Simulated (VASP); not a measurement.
# Ir: single point with PBEsol+U

Ir:

```
Ir
1.0
     2.72013    0.00000    0.00000
    -1.36006    2.35570    0.00000
     0.00000    0.00000    4.40796
Ir
2
Direct
  0.33333 0.66667 0.25000
  0.66667 0.33333 0.75000
```

This isn't the form of Ir at room conditions, which is fcc.

* Program: VASP 6.6.1
* Task: single point
* Functional: PBEsol
* Potentials or basis: VASP PAW PBE potentials, release 64 (Ir)
* Cutoff: 520 eV
* k mesh: 16 × 16 × 9
* Occupations: fermi-dirac, width 0.08 eV
* Spin: no spin polarisation
* Hubbard terms: Ir d U = 5.0 eV

```yaml
Pressure: -22.3 GPa
Band_gap_on_the_k_mesh: zero (bands 9 and 10 overlap by 3.11 eV)
```

Stress tensor (GPa, compression positive):
```
-22.33   0.00   0.00
  0.00 -22.33   0.00
  0.00   0.00 -22.19
```

Levels at points of the mesh, in eV from the Fermi level:
| k point | band 7 | band 8 | band 9 | band 10 | band 11 | band 12 |
| --- | --- | --- | --- | --- | --- | --- |
| (0.00, 0.00, 0.00) | -3.31 | -2.55 | -2.55 | 0.17 | 0.17 | 0.21 |
| (0.50, 0.00, 0.00) | -2.85 | 0.64 | 0.86 | 1.06 | 3.32 | 4.97 |

Eigenvalues of the final occupation matrices:
| site | spin | trace | eigenvalues |
| --- | --- | --- | --- |
| site 1 d | 1 | 3.74 | 0.72 0.75 0.75 0.76 0.76 |
| site 1 d | 2 | 3.74 | 0.72 0.75 0.75 0.76 0.76 |
| site 2 d | 1 | 3.74 | 0.72 0.75 0.75 0.76 0.76 |
| site 2 d | 2 | 3.74 | 0.72 0.75 0.75 0.76 0.76 |

Run time: 35 s on 1 thread of Intel(R) Xeon(R) 6975P-C (Granite Rapids) (shared host), peak memory 0.18 GiB.

Caveat: the cell stands under tension; the PAW data sets were made with another functional, which shifts forces and pressure a little; spin-orbit coupling is left out, which moves the levels of the heavy elements; U without spin polarisation on a metal has little footing; the U is typed as a test and isn't derived for this compound.
